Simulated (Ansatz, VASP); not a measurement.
## Two plane-wave programs on Sc2W

```
Sc W
1.0
     4.79923    0.00000    0.00000
    -2.39962    4.15626    0.00000
     0.00000    0.00000    6.04839
Sc W
4 2
Cartesian
  0.0000 0.0000 4.4571
  0.0000 0.0000 1.5912
  0.0000 2.7708 0.0000
  2.3996 1.3854 0.0000
  0.0000 2.7708 3.0242
  2.3996 1.3854 3.0242
```

Alike in both runs: task single point; functional PBE; k mesh 6 × 6 × 4; occupations gaussian, width 0.1 eV; collinear spin.

|  | VASP | Ansatz |
| --- | --- | --- |
| version | VASP 6.6.1 | Ansatz 0.2.0 |
| potentials or method | VASP PAW PBE potentials, release 64 (Sc_sv, W_sv), cutoff 520 eV | scalar-relativistic, plane waves, PAW |
| valence electrons in the cell | 72 | 72 |

```csv
,VASP,Ansatz,Ansatz less VASP
gap on the k mesh at the Fermi level (eV),none,none,-
pressure (GPa),0.0,-0.1,-0.12
"traceless stress, the component that is largest in VASP (GPa)",0.15,0.18,+0.027
net moment per atom (μB),0.00,0.00,0.000
```

A gap of «none» marks a metal or a gap that the smearing closes. Ansatz's warnings: seeded moment not kept.

Neither program's run includes spin-orbit coupling.
